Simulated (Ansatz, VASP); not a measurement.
Co: VASP beside Ansatz

The input INCAR:

```
SYSTEM = Co
PREC = Accurate ; ENCUT = 520
EDIFF = 1E-7 ; ISMEAR = 0
SIGMA = 0.1 ; LREAL = .FALSE.
LASPH = .TRUE. ; NELM = 150
ALGO = Fast ; ISIF = 2
LWAVE = .FALSE. ; LCHARG = .FALSE.
ISPIN = 2 ; MAGMOM = 1.88
LORBIT = 11 ; LMAXMIX = 4
GGA = PS ; NBANDS = 14
```

Contents of KPOINTS:

```
regular mesh
0
G
  20 20 20
  0 0 0
```

File POSCAR:

```
Co
1.0
    0.0000000000      1.7601741092      1.7601741092
    1.7601741092      0.0000000000      1.7601741092
    1.7601741092      1.7601741092      0.0000000000
Co
1
Direct
    0.0000000000      0.0000000000      0.0000000000
```

Input for Ansatz:

```yaml
crystal:
  lattice:
    - [0.0, 1.7601741092, 1.7601741092]
    - [1.7601741092, 0.0, 1.7601741092]
    - [1.7601741092, 1.7601741092, 0.0]
  atoms:
    - { symbol: Co, position: [0.0, 0.0, 0.0], spin: 1.88 }
basis:
  ecutwfc: 420
kpoints:
  mp_grid: { grid: [20, 20, 20] }
  band_path:
    path:
      - [[0.0, 0.0, 0.0], [0.5, 0.0, 0.5], [0.625, 0.25, 0.625]]
      - [[0.375, 0.375, 0.75], [0.0, 0.0, 0.0], [0.5, 0.5, 0.5], [0.5, 0.25, 0.75], [0.5, 0.0, 0.5]]
    npoints: 14
hamiltonian:
  xc: pbesol
scf:
  occupations: { method: gaussian, width: 0.1 }
  n_extra_bands: 6
output:
  forces: true
  stress: true
  eigenvalues: true
  populations: true
  dos: { projected: true, de: 0.02, nscf_kmesh: { grid: [30, 30, 30] } }
  bader: true
  write_density: true
  write_potential: true
  elf: true
  volumetric_format: npy
magnetization:
  spin_polarized: true
```

Alike in both runs: task single point; functional PBEsol; k mesh 20 × 20 × 20; occupations gaussian, width 0.1 eV; collinear spin.

|  | VASP | Ansatz |
| --- | --- | --- |
| version | VASP 6.6.1 | Ansatz 0.2.0 |
| potentials or method | VASP PAW PBE potentials, release 64 (Co), cutoff 520 eV | scalar-relativistic, plane waves, PAW |
| valence electrons in the cell | 9 | 17 |

|  | VASP | Ansatz | Ansatz less VASP |
| --- | --- | --- | --- |
| gap on the k mesh at the Fermi level (eV) | none | none | - |
| pressure (GPa) | -10.7 | -10.0 | +0.64 |
| net moment per atom (μB) | 1.63 | 1.64 | +0.008 |
| size of the moment on the site where the two differ most (μB) | 1.65 | 1.70 | +0.057 |

VASP's potentials were made for PBE, not for PBEsol. Site moments also hang on the region over which each program counts them. A gap of «none» marks a metal or a gap that the smearing closes. With one functional, cell and mesh, what is left measures potentials, basis and numerics. VASP's potentials hold 9 valence electrons a cell and Ansatz's 17, so a difference there can come from the potentials and not from the codes.
